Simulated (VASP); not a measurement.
A run of VASP 6.6.1 is set up as follows.

Contents of INCAR:

```
SYSTEM = SrCl2
PREC = Accurate ; ENCUT = 520
EDIFF = 1E-6 ; ISMEAR = -1
SIGMA = 0.01 ; LREAL = .FALSE.
LASPH = .TRUE. ; NELM = 80
ALGO = Normal ; ISIF = 2
LWAVE = .FALSE. ; LCHARG = .FALSE.
GGA = CA ; NBANDS = 19
```

File KPOINTS:

```
regular mesh
0
G
  8 8 8
  0 0 0
```

The input POSCAR:

```
SrCl2
1.0
    0.0000000000      3.5538604926      3.5538604926
    3.5538604926      0.0000000000      3.5538604926
    3.5538604926      3.5538604926      0.0000000000
Sr Cl
1 2
Direct
    0.0000000000      0.0000000000      0.0000000000
    0.2500000000      0.2500000000      0.2500000000
    0.7500000000      0.7500000000      0.7500000000
```

Potentials or basis: VASP PAW LDA potentials, release 64 (Sr_sv, Cl).

Run with:

```console
$ cat potpaw_LDA.64/Sr_sv/POTCAR potpaw_LDA.64/Cl/POTCAR > POTCAR
$ mpirun -np 1 vasp_std > vasp.out
```

(1) What does it give for the pressure?

(2) What does it give for the band gap on the k mesh?

Answers

(1) -4.2 GPa.

(2) 4.68 eV, indirect (least direct gap 5.01 eV).
